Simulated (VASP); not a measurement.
A run of VASP 6.6.1 is set up as follows.

The input INCAR:

```
SYSTEM = Sn3Br
  ALGO = Normal
  EDIFF = 1E-6
  ENCUT = 520
  GGA = PE
  ISIF = 2
  ISMEAR = 0
  LASPH = .True.
  LCHARG = .False.
  LREAL = .False.
  LWAVE = .False.
  NBANDS = 32
  NELM = 80
  PREC = Accurate
  SIGMA = 0.1
```

Contents of KPOINTS:

```
k-points
0
Gamma
  10 10 10
  0 0 0
```

File POSCAR:

```
Sn3Br
1.0
    4.8544942786      0.0000000000      0.0000000000
    0.0000000000      4.8544942786      0.0000000000
    0.0000000000      0.0000000000      4.8544942786
Sn Br
3 1
Direct
    0.0000000000      0.5000000000      0.5000000000
    0.5000000000      0.0000000000      0.5000000000
    0.5000000000      0.5000000000      0.0000000000
    0.0000000000      0.0000000000      0.0000000000
```

Potentials or basis: VASP PAW PBE potentials, release 64 (Sn_d, Br).

Run with:

```console
$ cat potpaw_PBE.64/Sn_d/POTCAR potpaw_PBE.64/Br/POTCAR > POTCAR
$ mpirun -np 1 vasp_std > vasp.out
```

(1) Estimate the pressure.

Answers

(1) 0.0 GPa.

Caveat: an odd number of electrons without spin polarisation forces a metal; a magnetic or distorted state may lie lower.
